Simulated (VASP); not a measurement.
# Cu (I4/mmm) in VASP: a series of runs, part 2 of 2

VASP 6.6.1. The steps go on from the part before.

**4. Single point, r2SCAN**

This run uses another cell than the first one, of 11.48 Å³/atom.

Input file POSCAR:

```
Cu
1.0
   -1.4476886724      1.4476886724      1.3693152290
    1.4476886724     -1.4476886724      1.3693152290
    1.4476886724      1.4476886724     -1.3693152290
Cu
1
Direct
    0.0000000000      0.0000000000      0.0000000000
```

Input file INCAR.step1:

```
  PREC = Accurate
  ENCUT = 520
  ISMEAR = 0
  SIGMA = 0.1
  LREAL = False
  LASPH = True
  NELM = 100
  NBANDS = 12
  GGA = PE
  ALGO = Normal
  EDIFF = 1E-4
  LWAVE = True
  LCHARG = False
```

Input file INCAR.step2:

```
  PREC = Accurate
  ENCUT = 520
  EDIFF = 1E-6
  ISMEAR = 0
  SIGMA = 0.1
  LREAL = False
  LASPH = True
  NELM = 100
  ALGO = Normal
  ISIF = 2
  LWAVE = False
  LCHARG = False
  METAGGA = R2SCAN
  LMIXTAU = True
  NBANDS = 12
  ISTART = 1
```

Input file KPOINTS:

```
Automatic mesh
0
Gamma
  20 20 20
```

Potentials or basis: VASP PAW PBE potentials, release 64 (Cu).

Started as:

```sh
> cat potpaw_PBE.64/Cu/POTCAR > POTCAR
> cp INCAR.step1 INCAR
> mpirun -np 1 vasp_std > vasp.out
> cp INCAR.step2 INCAR
> mpirun -np 1 vasp_std > vasp.out
```

OUTCAR:

```text
PREC = Accurate
   ENCUT = 520
   EDIFF = 1E-6
   ISMEAR = 0
   LREAL = False
   LASPH = True
   NELM = 100
   ISIF = 2
   METAGGA = R2SCAN
   ISTART = 1

 ion  position               nearest neighbor table
   1  0.000  0.000  0.000-

  LATTYP: Found a body centered tetragonal cell.
 ALAT       =     2.8953773448
 C/A-ratio  =     0.9458630541

  Lattice vectors:

 A1 = (  -1.4476886724,   1.4476886724,   1.3693152290)
 A2 = (   1.4476886724,  -1.4476886724,   1.3693152290)
 A3 = (   1.4476886724,   1.4476886724,  -1.3693152290)

Analysis of symmetry for initial positions (statically):
=====================================================================
 Subroutine PRICEL returns:
 Original cell was already a primitive cell.

 Routine SETGRP: Setting up the symmetry group for a
 body centered tetragonal supercell.

 Subroutine GETGRP returns: Found 16 space group operations
 (whereof 16 operations were pure point group operations)
 out of a pool of 16 trial point group operations.

The static configuration has the point symmetry D_4h.

Analysis of symmetry for dynamics (positions and initial velocities):
=====================================================================
 Subroutine PRICEL returns:
 Original cell was already a primitive cell.

 Routine SETGRP: Setting up the symmetry group for a
 body centered tetragonal supercell.

 Subroutine GETGRP returns: Found 16 space group operations
 (whereof 16 operations were pure point group operations)
 out of a pool of 16 trial point group operations.

The dynamic configuration has the point symmetry D_4h.

 Subroutine INISYM returns: Found 16 space group operations
 (whereof 16 operations are pure point group operations),
 and found     1 'primitive' translations

----------------------------------------------------------------------------------------

                                     Primitive cell

  volume of cell :      11.4793
[... 112 lines left out ...]
   METAGGA = R2SCAN    functional components
   LHFCALC =     F    Hartree Fock is set to
   AEXX    =    0.0000 exact exchange contribution
   IVDW    =     0    specifies the selected vdW correction
   LEPSILON=     F    determine dielectric tensor
   LRPA    =     F    only Hartree local field effects (RPA)
 non-spin polarized calculation
 Gauss-broadening in eV      SIGMA  =   0.10
  energy-cutoff  :      520.00
  volume of cell :       11.48
 maximum number of plane-waves:       325
   NGX =  9   NGY =  9   NGZ =  9

 number of electron      11.0000002 magnetization

 Free energy of the ion-electron system (eV)
  ---------------------------------------------------
  ext. energy  EPLUGINS =         0.00000000
  ---------------------------------------------------
  free energy    TOTEN  =       -10.78968695 eV

  energy without entropy =      -10.78740149  energy(sigma->0) =      -10.78854422

 E-fermi :   7.7470     XC(G=0): -13.9411

 val. band max:        7.7431525032   @ k =   0.3000   0.1000   0.1000
 cond. band min:       7.7482148798   @ k =  -0.2500   0.4000   0.2000
 fundamental gap:      0.0050623766
 Fermi energy:         7.7469639390

 k-point     1 :       0.0000    0.0000    0.0000
  band No.  band energies     occupation
      1      -2.1397      2.00000
      2       4.2984      2.00000
      3       4.5275      2.00000
      4       4.5277      2.00000
      5       5.3585      2.00000
      6       5.5986      2.00000
      7      33.4703      0.00000
      8      33.4704      0.00000
      9      35.0522      0.00000
     10      37.7748      0.00000
     11      38.0203      0.00000
     12      38.0204      0.00000
[... 331 lines left out ...]
 k-point    24 :      -0.3500    0.0500    0.0000
  band No.  band energies     occupation
      1       1.5450      2.00000
      2       3.8154      2.00000
      3       4.5500      2.00000
      4       5.4406      2.00000
      5       5.5728      2.00000
      6       5.8242      2.00000
      7      18.7728      0.00000
      8      26.0259      0.00000
      9      27.7313      0.00000
     10      31.1853      0.00000
     11      34.3235      0.00000
     12      41.5654      0.00000

 [... further k-points ...]

------------------------ aborting loop because EDIFF is reached ----------------------------------------

  FORCE on cell =-STRESS in cart. coord.  units (eV):
  Direction    XX          YY          ZZ          XY          YZ          ZX
  --------------------------------------------------------------------------------------
  -------------------------------------------------------------------------------------
  Total        0.0517437      0.0517437      0.0433761      0.0000000     -0.0000000      0.0000000
  in kB        7.2219508      7.2219508      6.0540637      0.0000000     -0.0000000      0.0000000
  external PRESSURE =       6.8326551 kB  Pullay stress =       0.0000000 kB

 VOLUME and BASIS-vectors are now :
 -----------------------------------------------------------------------------
  energy-cutoff  :      520.00
  volume of cell :       11.48
      direct lattice vectors                 reciprocal lattice vectors
    -1.447688672  1.447688672  1.369315229     0.000000000  0.345378126  0.365146016
     1.447688672 -1.447688672  1.369315229     0.345378126  0.000000000  0.365146016
     1.447688672  1.447688672 -1.369315229     0.345378126  0.345378126  0.000000000

 POSITION                                       TOTAL-FORCE (eV/Angst)
 -----------------------------------------------------------------------------------
      0.00000      0.00000      0.00000         0.000000      0.000000      0.000000
 -----------------------------------------------------------------------------------
    total drift:                                0.000000     -0.000000      0.000000

  FREE ENERGIE OF THE ION-ELECTRON SYSTEM (eV)
  ---------------------------------------------------
  free  energy   TOTEN  =       -10.7896869478 eV

  energy  without entropy=      -10.7874014882  energy(sigma->0) =      -10.78854422
```

OUTCAR.step1:

```text
PREC = Accurate
   ENCUT = 520
   ISMEAR = 0
   LREAL = False
   LASPH = True
   NELM = 100
[... 575 lines left out ...]

 POSITION                                       TOTAL-FORCE (eV/Angst)
 -----------------------------------------------------------------------------------
      0.00000      0.00000      0.00000        -0.000000      0.000000      0.000000
 -----------------------------------------------------------------------------------
    total drift:                                0.000000     -0.000000      0.000000

  FREE ENERGIE OF THE ION-ELECTRON SYSTEM (eV)
  ---------------------------------------------------
  free  energy   TOTEN  =        -3.6784330173 eV

  energy  without entropy=       -3.6761963384  energy(sigma->0) =       -3.67731468
```

Wall time 2.1 min (1 thread of AMD EPYC 9R45 (Zen 5), shared host); peak memory 0.16 GiB.

What came out:

- Free energy: -10.7897 eV
- Pressure: 0.7 GPa
- Band gap on the k mesh: zero (an odd number of electrons rules out a gap without spin polarisation)

Stress tensor (GPa, compression positive):
```
0.72 0.00 0.00
0.00 0.72 0.00
0.00 0.00 0.61
```

Caveat: the PAW data sets were made with another functional, which shifts forces and pressure a little.

**5. The runs side by side**

```tsv
level	cell	gap on the mesh (eV)	pressure (GPa)
PBEsol	a = 2.455 Å, angles 107.9, 107.9, 112.7°, 1 atom	none	1.2
PBE	a = 2.501 Å, angles 107.7, 107.7, 113.1°, 1 atom	none	0.6
r2SCAN	a = 2.463 Å, angles 108.0, 108.0, 112.4°, 1 atom	none	0.7
```

Alike in all rows: task single point; potentials or basis VASP PAW PBE potentials, release 64 (Cu); no spin polarisation; k mesh 20 × 20 × 20; cutoff (eV) 520; smearing gaussian 0.1 eV.

Caveats: the PAW data sets were made with another functional, which shifts forces and pressure a little (at least some runs).

Total energies depend on the potentials used, so only differences within one code and one set of settings carry meaning.
